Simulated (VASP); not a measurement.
Runs of VASP 6.6.1 on InP. The structure is that of space group Fm-3m (No. 225), or close to it. The cells are those of the table. 

| task | cell | k mesh | cutoff (eV) | smearing | gap on the mesh (eV) | pressure (GPa) | relaxed volume (Å³/atom) |
| --- | --- | --- | --- | --- | --- | --- | --- |
| single point | a = 3.832 Å, angles 60.0°, 2 atoms | 14 × 14 × 14 | 520 | fermi-dirac 0.15 eV | none | (b) | - |
| relaxation of cell and atoms | relaxed from a = 3.831 Å, angles 60.0°, 2 atoms | 14 × 14 × 14 | 600 | fermi-dirac 0.15 eV | none | 0.0 | 19.92 |
| relaxation of cell and atoms | relaxed to 40 GPa from a = 3.832 Å, angles 60.0°, 2 atoms | 14 × 14 × 14 | 600 | fermi-dirac 0.15 eV | none | 40.0 | - |
| single point | a = 3.525 Å, angles 60.0°, 2 atoms | 14 × 14 × 14 | 520 | fermi-dirac 0.15 eV | none | 40.2 | - |
| single point | a = 4.038 Å, angles 60.0°, 2 atoms | 6 × 6 × 6 | 500 | gaussian 0.1 eV | none | (a) | - |
| relaxation of cell and atoms | relaxed from a = 3.829 Å, angles 60.0°, 2 atoms | 14 × 14 × 14 | 600 | gaussian 0.1 eV | none | 0.0 | 19.89 |

Alike in all rows: level LDA; potentials or basis VASP PAW LDA potentials, release 64 (In_d, P); no spin polarisation.

Q: Fill in the values left out.

A: (a) -9.4; (b) 0.1.

Caveats: spin-orbit coupling is left out, which moves the levels of the heavy elements; the cell is relaxed towards a set pressure, so the enthalpy falls and the energy may rise (some runs); the volume moved by over 15 % at a fixed basis, so the end points are rough (some runs).

A k mesh can miss the band edges, and the runs leave out spin-orbit coupling on In.

A gap of «none» marks levels without a gap at the run's occupations.
